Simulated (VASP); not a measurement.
# Ni (Fm-3m) in VASP: single point with PBEsol

Aim: the single point of Ni with PBEsol.

Everything below comes from runs of VASP 6.6.1. Logs are shortened: lines on timing, memory, paths and dates and some standing lists are left out, and cuts for length are marked.

## Step 1: The cell of the first run

Symmetry: Fm-3m, No. 225, cubic system. Conventional cell: a = 3.555 Å, b = 3.555 Å, c = 3.555 Å, α = 90.00°, β = 90.00°, γ = 90.00°. Ni (site symmetry m-3m) has 12 Ni at 2.51 Å within 3.3 Å.

## Step 2: Single point, PBEsol, collinear spin, ferromagnetic start

File INCAR:

```
  PREC = Accurate
  ENCUT = 690
  EDIFF = 1E-6
  ISMEAR = -1
  SIGMA = 5E-4
  LREAL = F
  LASPH = T
  NELM = 200
  ALGO = Normal
  ISIF = 2
  LWAVE = F
  LCHARG = T
  ISPIN = 2
  MAGMOM = 2
  LORBIT = 11
  LMAXMIX = 4
  GGA = PS
  LELF = T
  LVHAR = T
  NBANDS = 19
  GGA_COMPAT = F
```

File KPOINTS:

```
regular mesh
0
Gamma
  14 14 14
```

File POSCAR:

```
Ni
1.0
    0.0000000000      1.7775500000      1.7775500000
    1.7775500000      0.0000000000      1.7775500000
    1.7775500000      1.7775500000      0.0000000000
Ni
1
Direct
    0.0000000000      0.0000000000      0.0000000000
```

Potentials or basis: VASP PAW PBE potentials, release 64 (Ni_sv_GW).

Run with:

```console
> cat potpaw_PBE.64/Ni_sv_GW/POTCAR > POTCAR
> mpirun -np 1 vasp_std > vasp.out
```

OUTCAR:

```text
PREC = Accurate
   ENCUT = 690
   EDIFF = 1E-6
   ISMEAR = -1
   LREAL = F
   LASPH = T
   NELM = 200
   ISIF = 2
   ISPIN = 2
   LORBIT = 11
   GGA = PS

 ion  position               nearest neighbor table
   1  0.000  0.000  0.000-

  LATTYP: Found a face centered cubic cell.
 ALAT       =     3.5551000000

  Lattice vectors:

 A1 = (   0.0000000000,   1.7775500000,   1.7775500000)
 A2 = (   1.7775500000,   0.0000000000,   1.7775500000)
 A3 = (   1.7775500000,   1.7775500000,   0.0000000000)

Analysis of symmetry for initial positions (statically):
=====================================================================
 Subroutine PRICEL returns:
 Original cell was already a primitive cell.

 Routine SETGRP: Setting up the symmetry group for a
 face centered cubic supercell.

 Subroutine GETGRP returns: Found 48 space group operations
 (whereof 48 operations were pure point group operations)
 out of a pool of 48 trial point group operations.

The static configuration has the point symmetry O_h .

Analysis of symmetry for dynamics (positions and initial velocities):
=====================================================================
 Subroutine PRICEL returns:
 Original cell was already a primitive cell.

 Routine SETGRP: Setting up the symmetry group for a
 face centered cubic supercell.

 Subroutine GETGRP returns: Found 48 space group operations
 (whereof 48 operations were pure point group operations)
 out of a pool of 48 trial point group operations.

The dynamic configuration has the point symmetry O_h .

Analysis of structural, dynamic, and magnetic symmetry:
=====================================================================
 Subroutine PRICEL returns:
 Original cell was already a primitive cell.

 Routine SETGRP: Setting up the symmetry group for a
 face centered cubic supercell.

 Subroutine GETGRP returns: Found 48 space group operations
 (whereof 48 operations were pure point group operations)
 out of a pool of 48 trial point group operations.

The overall configuration has the point symmetry O_h .

 Subroutine INISYM returns: Found 48 space group operations
 (whereof 48 operations are pure point group operations),
 and found     1 'primitive' translations

----------------------------------------------------------------------------------------

                                     Primitive cell

  volume of cell :      11.2330

  direct lattice vectors                    reciprocal lattice vectors
     0.000000000  1.777550000  1.777550000    -0.281286040  0.281286040  0.281286040
     1.777550000  0.000000000  1.777550000     0.281286040 -0.281286040  0.281286040
     1.777550000  1.777550000  0.000000000     0.281286040  0.281286040 -0.281286040

  length of vectors
     2.513835318  2.513835318  2.513835318     0.487201712  0.487201712  0.487201712

  position of ions in fractional coordinates (direct lattice)
     0.000000000  0.000000000  0.000000000

  ion indices of the primitive-cell ions
   primitive index   ion index
                 1           1

----------------------------------------------------------------------------------------

 KPOINTS: regular mesh

Automatic generation of k-mesh.
 Grid dimensions read from file:
 generate k-points for:   14   14   14

 Generating k-lattice:

  Cartesian coordinates                     Fractional coordinates (reciprocal lattice)
    -0.020091860  0.020091860  0.020091860     0.071428571  0.000000000  0.000000000
     0.020091860 -0.020091860  0.020091860     0.000000000  0.071428571  0.000000000
     0.020091860  0.020091860 -0.020091860     0.000000000  0.000000000  0.071428571

  Length of vectors
     0.034800122  0.034800122  0.034800122

  Shift w.r.t. Gamma in fractional coordinates (k-lattice)
     0.000000000  0.000000000  0.000000000

 Subroutine IBZKPT returns following result:
 ===========================================

 Found    104 irreducible k-points:

 Following reciprocal coordinates:
            Coordinates               Weight
  0.000000  0.000000  0.000000      1.000000
  0.071429  0.000000  0.000000      8.000000
  0.142857  0.000000  0.000000      8.000000
  0.214286  0.000000  0.000000      8.000000
  0.285714  0.000000  0.000000      8.000000
  0.357143  0.000000  0.000000      8.000000
[... 16 lines left out ...]
  0.214286  0.142857  0.000000     24.000000
  0.285714  0.142857  0.000000     24.000000
 [... further k-points ...]
   k-points           NKPTS =    104   k-points in BZ     NKDIM =    104   number of bands    NBANDS=     19
   number of dos      NEDOS =    301   number of ions     NIONS =      1
   total plane-waves  NPLWV =  13824
   dimension x,y,z NGX =    24 NGY =   24 NGZ =   24
   dimension x,y,z NGXF=    48 NGYF=   48 NGZF=   48
   ions per type =               1
   NGX,Y,Z   is equivalent  to a cutoff of  15.87, 15.87, 15.87 a.u.
   NGXF,Y,Z  is equivalent  to a cutoff of  31.74, 31.74, 31.74 a.u.
 SYSTEM =  unknown system
   PREC   = accura    normal or accurate (medium, high low for compatibility)
   ISTART =      0    job   : 0-new  1-cont  2-samecut
   ICHARG =      2    charge: 1-file 2-atom 10-const
   ISPIN  =      2    spin polarized calculation?
   LNONCOLLINEAR =      F non collinear calculations
   LSORBIT =      F    spin-orbit coupling
   LASPH  =      T    aspherical Exc in radial PAW
   ENCUT  =  690.0 eV  50.71 Ry    7.12 a.u.   5.38  5.38  5.38*2*pi/ulx,y,z
   NELM   =    200;   NELMIN=  2; NELMDL= -5     # of ELM steps
   EDIFF  = 0.1E-05   stopping-criterion for ELM
   LREAL  =      F    real-space projection
   EDIFFG = 0.1E-04   stopping-criterion for IOM
   NSW    =      0    number of steps for IOM
   IBRION =     -1    ionic relax: 0-MD 1-quasi-New 2-CG
   NFREE  =      0    steps in history (QN), initial steepest desc. (CG)
   ISIF   =      2    stress and relaxation
   ISYM   =      2    0-nonsym 1-usesym 2-fastsym
   POTIM  = 0.5000    time-step for ionic-motion
   TEBEG  =    0.0;   TEEND  =   0.0 temperature during run
   PSTRESS=    0.0 pullay stress
   NELECT =      18.0000    total number of electrons
   NUPDOWN=      -1.0000    fix difference up-down
   EMIN   =  10.00;   EMAX   =-10.00  energy-range for DOS
   EFERMI =   0.00;   METHOD = LEGACY
   ISMEAR =    -1;   SIGMA  =   0.00  broadening in eV -4-tet -1-fermi 0-gaus
   EFERMI_NEDOS =   21; number of points for ismear=-14 and -15
   IALGO  =     38    algorithm
   IMIX   =      4    mixing-type and parameters
     AMIX     =   0.40;   BMIX     =  1.00
     AMIX_MAG =   1.60;   BMIX_MAG =  1.00
  volume/ion in A,a.u.               =      11.23        75.80
  Fermi-wavevector in a.u.,A,eV,Ry     =   1.915728  3.620201 49.933568  3.670014
  Thomas-Fermi vector in A             =   2.951351
   LORBIT       =     11    0 simple, 1 ext, 2 COOP (PROOUT), +10 PAW based schemes
   GGA     = PS    functional components
   LHFCALC =     F    Hartree Fock is set to
   AEXX    =    0.0000 exact exchange contribution
   IVDW    =     0    specifies the selected vdW correction
   LEPSILON=     F    determine dielectric tensor
   LRPA    =     F    only Hartree local field effects (RPA)
 spin polarized calculation
  energy-cutoff  :      690.00
  volume of cell :       11.23
 maximum number of plane-waves:       483
 NGX is ok and might be reduce to    24
   NGX = 11   NGY = 11   NGZ = 11

 number of electron      18.0000009 magnetization       0.6816549

 Free energy of the ion-electron system (eV)
  ---------------------------------------------------
  ext. energy  EPLUGINS =         0.00000000
  ---------------------------------------------------
  free energy    TOTEN  =        -7.02994961 eV

  energy without entropy =       -7.02994374  energy(sigma->0) =       -7.02994667

 E-fermi :   7.3042     XC(G=0): -13.8692

 val. band max:        7.3040138971   @ k =  -0.3571   0.2143   0.0714
 cond. band min:       7.3169309503   @ k =  -0.4286   0.2857   0.1429
 fundamental gap:      0.0129170532
 Fermi energy:         7.3042253255

 spin component 1

 k-point     1 :       0.0000    0.0000    0.0000
  band No.  band energies     occupation
      1     -96.0723      1.00000
      2     -56.4820      1.00000
      3     -56.4820      1.00000
      4     -56.4820      1.00000
      5      -1.6605      1.00000
      6       4.8710      1.00000
[... 11 lines left out ...]
     18      40.1773      0.00000
     19      46.0414      0.00000

 k-point     2 :       0.0714    0.0000    0.0000
  band No.  band energies     occupation
      1     -96.0713      1.00000
      2     -56.4923      1.00000
      3     -56.4835      1.00000
      4     -56.4835      1.00000
      5      -1.4655      1.00000
      6       4.8220      1.00000
[... 476 lines left out ...]
 k-point    24 :       0.2857    0.1429    0.0000
  band No.  band energies     occupation
      1     -96.0554      1.00000
      2     -56.5795      1.00000
      3     -56.5102      1.00000
      4     -56.5080      1.00000
      5       0.9412      1.00000
      6       4.2365      1.00000
[... 11 lines left out ...]
     18      43.8035      0.00000
     19      47.7197      0.00000

 [... further k-points ...]

 spin component 2

 k-point     1 :       0.0000    0.0000    0.0000
  band No.  band energies     occupation
      1     -95.1712      1.00000
      2     -55.6015      1.00000
      3     -55.6015      1.00000
      4     -55.6015      1.00000
      5      -1.6854      1.00000
      6       5.6662      1.00000
[... 11 lines left out ...]
     18      40.0553      0.00000
     19      46.2081      0.00000

 k-point     2 :       0.0714    0.0000    0.0000
  band No.  band energies     occupation
      1     -95.1702      1.00000
      2     -55.6122      1.00000
      3     -55.6031      1.00000
      4     -55.6031      1.00000
      5      -1.4902      1.00000
      6       5.6100      1.00000
[... 476 lines left out ...]
 k-point    24 :       0.2857    0.1429    0.0000
  band No.  band energies     occupation
      1     -95.1537      1.00000
      2     -55.7029      1.00000
      3     -55.6308      1.00000
      4     -55.6285      1.00000
      5       0.9475      1.00000
      6       4.9488      1.00000
[... 11 lines left out ...]
     18      43.8209      0.00000
     19      47.8510      0.00000

 [... further k-points ...]

------------------------ aborting loop because EDIFF is reached ----------------------------------------

  FORCE on cell =-STRESS in cart. coord.  units (eV):
  Direction    XX          YY          ZZ          XY          YZ          ZX
  --------------------------------------------------------------------------------------
  -------------------------------------------------------------------------------------
  Total       -1.0885799     -1.0885799     -1.0885799      0.0000000      0.0000000      0.0000000
  in kB     -155.2656620   -155.2656620   -155.2656620      0.0000000      0.0000000      0.0000000
  external PRESSURE =    -155.2656620 kB  Pullay stress =       0.0000000 kB

 VOLUME and BASIS-vectors are now :
 -----------------------------------------------------------------------------
  energy-cutoff  :      690.00
  volume of cell :       11.23
      direct lattice vectors                 reciprocal lattice vectors
     0.000000000  1.777550000  1.777550000    -0.281286040  0.281286040  0.281286040
     1.777550000  0.000000000  1.777550000     0.281286040 -0.281286040  0.281286040
     1.777550000  1.777550000  0.000000000     0.281286040  0.281286040 -0.281286040

 POSITION                                       TOTAL-FORCE (eV/Angst)
 -----------------------------------------------------------------------------------
      0.00000      0.00000      0.00000         0.000000      0.000000      0.000000
 -----------------------------------------------------------------------------------
    total drift:                                0.000000      0.000000     -0.000000

  FREE ENERGIE OF THE ION-ELECTRON SYSTEM (eV)
  ---------------------------------------------------
  free  energy   TOTEN  =        -7.0299496068 eV

  energy  without entropy=       -7.0299437355  energy(sigma->0) =       -7.02994667

 total charge

# of ion       s       p       d       f       tot
--------------------------------------------------
    1        2.236   6.280   7.791   0.004  16.311

 magnetization (x)

# of ion       s       p       d       f       tot
--------------------------------------------------
    1       -0.001  -0.016   0.743  -0.000   0.726
```

It took 76 s on 1 thread of Intel Xeon Platinum 8259CL at 2.50GHz (Skylake/Cascade Lake), shared host; peak memory 0.2 GiB.

What came out:

```yaml
Free_energy: -7.0299 eV
Pressure: -15.5 GPa
Net_moment: 0.68 μB per cell
Site_moments: Ni +0.73 μB
Valence_electrons_inside_the_program's_atomic_spheres: Ni 16.31
```

Levels at points of the mesh, in eV from the Fermi level:
Spin up:
```csv
k point,band 5,band 6,band 7,band 8,band 9,band 10,band 11,band 12,band 13,band 14
"(0.00, 0.00, 0.00)",-8.96,-2.43,-2.43,-2.43,-1.30,-1.30,23.15,26.82,26.82,26.82
"(0.50, 0.00, 0.00)",-4.79,-2.41,-2.41,-0.66,-0.66,-0.39,5.32,21.71,23.90,23.90
"(0.50, 0.50, 0.00)",-4.57,-4.13,-0.61,-0.54,-0.54,2.27,8.81,14.34,14.34,19.08
```
Spin down:
```csv
k point,band 6,band 7,band 8,band 9,band 10,band 11,band 12,band 13
"(0.00, 0.00, 0.00)",-1.64,-1.64,-1.64,-0.62,-0.62,23.01,26.83,26.83
"(0.50, 0.00, 0.00)",-1.73,-1.73,-0.44,0.16,0.16,5.78,21.58,23.99
"(0.50, 0.50, 0.00)",-3.48,0.09,0.37,0.37,2.24,9.10,14.36,14.36
```

Caveat: the cell stands under tension; the PAW data sets were made with another functional, which shifts forces and pressure a little.
